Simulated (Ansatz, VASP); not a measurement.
**Al in VASP and in Ansatz**

```xyz
1
Lattice="-1.5674 1.5674 1.5912 1.5674 -1.5674 1.5912 1.6151 1.6151 -1.5912" Properties=species:S:1:pos:R:3 pbc="T T T"
Al    0.0000    0.0000    0.0000
```

Change from the starting cell: strain +0.0300 x Voigt [0, 0, 0, 0, 0, 1], atoms carried along.

Alike in both runs: task single point; functional PBEsol; k mesh 20 × 20 × 20; occupations gaussian, width 0.15 eV; no spin polarisation.

```csv
,VASP,Ansatz
version,VASP 6.6.1,Ansatz 0.2.0
potentials or method,"VASP PAW PBE potentials, release 64 (Al), cutoff 520 eV","scalar-relativistic, plane waves, PAW"
valence electrons in the cell,3,3
```

```tsv
	VASP	Ansatz	Ansatz less VASP
gap on the k mesh at the Fermi level (eV)	none	none	-
pressure (GPa)	2.3	2.3	-0.07
traceless stress, the component that is largest in VASP (GPa)	-1.39	-1.38	+0.012
```

VASP's potentials were made for PBE, not for PBEsol. A gap of «none» marks a metal or a gap that the smearing closes.
